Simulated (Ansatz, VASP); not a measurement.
**One calculation of ZnCu2SnS4, two programs**

Contents of INCAR:

```
SYSTEM = ZnCu2SnS4
PREC = Accurate
ENCUT = 520
EDIFF = 1E-6
ISMEAR = -1
SIGMA = 0.05
LREAL = .FALSE.
LASPH = .TRUE.
NELM = 100
ALGO = Normal
ISIF = 2
LWAVE = .FALSE.
LCHARG = .FALSE.
GGA = PS
NBANDS = 46
```

File KPOINTS:

```
regular mesh
0
G
  6 6 6
  0 0 0
```

POSCAR

```
ZnCu2SnS4
1.0
   -2.5905518784      2.5905518784      5.3955884400
    2.5905518784     -2.5905518784      5.3955884400
    2.5905518784      2.5905518784     -5.3955884400
Sn Zn Cu S
1 1 2 4
Direct
    0.5000000000      0.5000000000      0.0000000000
    0.0000000000      0.0000000000      0.0000000000
    0.7500000000      0.2500000000      0.5000000000
    0.2500000000      0.7500000000      0.5000000000
    0.1087770700      0.1087770700      0.4840744100
    0.6247026600      0.6247026600      0.5159255900
    0.3752973400      0.8912229300      0.0000000000
    0.8912229300      0.3752973400      0.0000000000
```

The input input.yaml:

```yaml
crystal:
  lattice:
    - [-2.5905518784, 2.5905518784, 5.39558844]
    - [2.5905518784, -2.5905518784, 5.39558844]
    - [2.5905518784, 2.5905518784, -5.39558844]
  atoms:
    - { symbol: Sn, position: [0.5, 0.5, 0.0] }
    - { symbol: Zn, position: [0.0, 0.0, 0.0] }
    - { symbol: Cu, position: [0.75, 0.25, 0.5] }
    - { symbol: Cu, position: [0.25, 0.75, 0.5] }
    - { symbol: S, position: [0.10877707, 0.10877707, 0.48407441] }
    - { symbol: S, position: [0.62470266, 0.62470266, 0.51592559] }
    - { symbol: S, position: [0.37529734, 0.89122293, 0.0] }
    - { symbol: S, position: [0.89122293, 0.37529734, 0.0] }
hamiltonian:
  xc: pbesol
  pseudopotentials: { kind: paw }
kpoints:
  mp_grid: { grid: [6, 6, 6] }
scf:
  occupations: { method: fermi_dirac, width: 0.05 }
output:
  forces: true
  stress: true
  eigenvalues: true
  write_density: true
  write_potential: true
  elf: true
  volumetric_format: npy
```

Alike in both runs: task single point; functional PBEsol; k mesh 6 × 6 × 6; occupations fermi-dirac, width 0.05 eV; no spin polarisation.

```csv
,VASP,Ansatz
version,VASP 6.6.1,Ansatz 0.2.0
potentials or method,"VASP PAW PBE potentials, release 64 (Sn_d, Zn, Cu, S)",Ansatz PAW
plane-wave cutoff (eV),520,420
valence electrons in the cell,72,88
```

|  | VASP | Ansatz | Ansatz less VASP |
| --- | --- | --- | --- |
| gap on the k mesh at the Fermi level (eV) | 0.33 | 0.30 | -0.028 |
| least direct gap on the mesh (eV) | 0.33 | 0.30 | -0.028 |
| pressure (GPa) | 6.9 | 6.8 | -0.10 |
| traceless stress, the component that is largest in VASP (GPa) | -0.91 | -0.91 | -0.005 |
| rms of the force components (eV/Å) | 0.139 | 0.157 | +0.0187 |

VASP's potentials were made for PBE, not for PBEsol. Atom by atom the forces differ by 0.019 eV/Å (rms over components). VASP's potentials hold 72 valence electrons a cell and Ansatz's 88, so a difference there can come from the potentials and not from the codes.
